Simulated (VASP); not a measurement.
A run of VASP 6.6.1 is set up as follows.

File INCAR:

```
ALGO = Normal
EDIFF = 1E-6
EDIFFG = -0.005
ENCUT = 600
GGA = PS
IBRION = 2
ISIF = 3
ISMEAR = 0
LASPH = T
LCHARG = F
LREAL = F
LWAVE = F
NELM = 80
NSW = 70
PREC = Accurate
SIGMA = 0.1
```

Contents of KPOINTS:

```
k-points
0
Gamma
  10 10 10
```

File POSCAR:

```
Ge
1.0
    0.0000000000      2.8289100000      2.8289100000
    2.8289100000      0.0000000000      2.8289100000
    2.8289100000      2.8289100000      0.0000000000
Ge
2
Direct
    0.0000000000      0.0000000000      0.0000000000
    0.2500000000      0.2500000000      0.2500000000
```

Potentials or basis: VASP PAW PBE potentials, release 64 (Ge_d).

Command:

```bash
$ cat potpaw_PBE.64/Ge_d/POTCAR > POTCAR
$ mpirun -np 1 vasp_std > vasp.out
```

Question: Estimate the relaxed cell.

Answer: a = 4.013 Å, b = 4.013 Å, c = 4.013 Å, α = 60.00°, β = 60.00°, γ = 60.00°.

Question: What does it give for the relaxed volume?

Answer: 22.85 Å³/atom.

Question: What does it give for the space group after relaxing (to 0.1 Å)?

Answer: Fd-3m (No. 227).

Step by step:
| step | energy change (eV) | largest force (eV/Å) | pressure (GPa) | volume (Å³) |
| --- | --- | --- | --- | --- |
| 1 | 0.0000 | 0.0000 | 0.59 | 45.28 |
| 2 | -0.0006 | 0.0000 | -0.09 | 45.82 |
| 3 | -0.0007 | 0.0000 | -0.03 | 45.70 |

Caveat: the PAW data sets were made with another functional, which shifts forces and pressure a little. Zero-point motion and thermal expansion aren't in these numbers.
